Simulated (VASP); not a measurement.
# Mg: single point with PBE

The system is Mg.

```
Mg
1.0
     0.00000    3.18739    3.18739
     3.18739    0.00000    3.18739
     3.18739    3.18739    0.00000
Mg
2
Direct
  0.87500 0.87500 0.87500
  0.12500 0.12500 0.12500
```

This cell differs from its parent crystal: volume scaled by 0.8.

| Item | Value |
| --- | --- |
| Program | VASP 6.6.1 |
| Task | single point |
| Functional | PBE |
| Potentials or basis | VASP PAW PBE potentials, release 64 (Mg) |
| Cutoff | 520 eV |
| k mesh | 12 × 12 × 12 |
| Occupations | fermi-dirac, width 0.1 eV |
| Spin | no spin polarisation |
| Dipole correction | no |
| Further INCAR settings | ALGO = Normal; EDIFF = 1e-06; NBANDS = 9 |

```yaml
Pressure: 3.8 GPa
Band_gap_on_the_k_mesh: zero (band 2 reaches 4.61 eV, above the bottom of band 3 at 0.14 eV)
```

Levels at points of the mesh, in eV from the Fermi level:
```tsv
k point	band 1	band 2	band 3	band 4	band 5
(0.00, 0.00, 0.00)	-5.59	3.77	3.77	3.77	4.78
(0.50, 0.00, 0.00)	-3.44	-2.26	2.79	2.79	4.71
(0.50, 0.50, 0.00)	-2.14	-2.14	1.11	1.11	2.60
```

It took 12 s on 1 thread of Intel(R) Xeon(R) 6975P-C (Granite Rapids) (shared host), peak memory 0.21 GiB.
